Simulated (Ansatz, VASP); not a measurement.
BP in VASP and in Ansatz

INCAR

```
PREC = Accurate
ENCUT = 500
EDIFF = 1E-6
ISMEAR = 0
SIGMA = 0.01
LREAL = F
LASPH = T
NELM = 120
ALGO = Normal
ISIF = 2
LWAVE = F
LCHARG = F
GGA = PE
NBANDS = 11
GGA_COMPAT = F
```

File KPOINTS:

```
Automatic mesh
0
Gamma
  6 6 6
```

POSCAR

```
BP
1.0
    0.0000000000      2.2690000000      2.2690000000
    2.2690000000      0.0000000000      2.2690000000
    2.2690000000      2.2690000000      0.0000000000
B P
1 1
Direct
    0.0000000000      0.0000000000      0.0000000000
    0.2500000000      0.2500000000      0.2500000000
```

Input for Ansatz:

```yaml
crystal:
  lattice:
    - [0.0, 2.269, 2.269]
    - [2.269, 0.0, 2.269]
    - [2.269, 2.269, 0.0]
  atoms:
    - { symbol: B, position: [0.0, 0.0, 0.0] }
    - { symbol: P, position: [0.25, 0.25, 0.25] }
kpoints:
  mp_grid:
    grid: [6, 6, 6]
hamiltonian:
  xc: pbe
  pseudopotentials:
    kind: paw
scf:
  occupations:
    method: fixed
output:
  forces: true
  stress: true
  eigenvalues: true
```

Alike in both runs: task single point; functional PBE; k mesh 6 × 6 × 6; no spin polarisation.

|  | VASP | Ansatz |
| --- | --- | --- |
| version | VASP 6.6.1 | Ansatz 0.2.0 |
| potentials or method | VASP PAW PBE potentials, release 64 (B, P) | plane waves, PAW |
| plane-wave cutoff (eV) | 500 | 420 |
| occupations | gaussian, width 0.01 eV | fixed |
| valence electrons in the cell | 8 | 8 |

```tsv
	VASP	Ansatz	Ansatz less VASP
gap on the k mesh at the Fermi level (eV)	1.33	1.33	+0.004
pressure (GPa)	1.0	1.3	+0.22
```
